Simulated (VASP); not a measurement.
The system is ScSi4O.

```
Sc Si O
1.0
     0.00000    3.62370    3.62370
     3.62370    0.00000    3.62370
     3.62370    3.62370    0.00000
Sc Si O
1 4 1
Cartesian
  1.8118 1.8118 1.8118
  2.7189 4.5285 2.7189
  2.7189 2.7189 4.5285
  4.5285 4.5285 4.5285
  4.5285 2.7189 2.7189
  0.0000 0.0000 0.0000
```

The cell was built from a structure type or drawn by symmetry, and may not be a known phase.

```yaml
Program: VASP 6.6.1
Task: relaxation of cell and atoms
Functional: PBE
Potentials_or_basis: VASP PAW PBE potentials, release 64 (Sc_sv, Si, O)
Cutoff: 600 eV
k_mesh: 4 × 4 × 4
Occupations: gaussian, width 0.1 eV
Spin: no spin polarisation
```

At the start: pressure -9.1 GPa; volume 15.86 Å³/atom.

**Question.** How do energy, volume and symmetry change on relaxing?

**Answer.** Over 4 steps the energy falls by 51.7 meV/atom and the volume is 14.32 Å³/atom (-9.7 %); space group F-43m (No. 216, to 0.1 Å) before and after.

Step by step:
```
step  energy change (eV)  largest force (eV/Å)  pressure (GPa)  volume (Å³)
   1              0.0000                0.5572           -9.11        95.17
   2             -0.2718                0.2301            4.22        83.27
   3             -0.3102                0.0437            0.05        86.07
   4             -0.3101                0.0284            0.28        85.90
```

Final structure:
```cif
data_structure
_symmetry_space_group_name_H-M 'P 1'
_symmetry_Int_Tables_number 1
_cell_length_a 4.9526
_cell_length_b 4.9526
_cell_length_c 4.9526
_cell_angle_alpha 60.000
_cell_angle_beta 60.000
_cell_angle_gamma 60.000
_cell_volume 85.90
loop_
_atom_site_label
_atom_site_type_symbol
_atom_site_fract_x
_atom_site_fract_y
_atom_site_fract_z
_atom_site_occupancy
Sc1 Sc 0.25000 0.25000 0.25000 1
Si1 Si 0.62648 0.12057 0.62648 1
Si2 Si 0.62648 0.62648 0.12057 1
Si3 Si 0.62648 0.62648 0.62648 1
Si4 Si 0.12057 0.62648 0.62648 1
O1 O 0.00000 0.00000 0.00000 1
```

Caveat: the k points lie up to 0.39 Å⁻¹ apart in the final cell, too coarse for converged energies and pressures of a metal; an odd number of electrons without spin polarisation forces a metal; a magnetic or distorted state may lie lower.
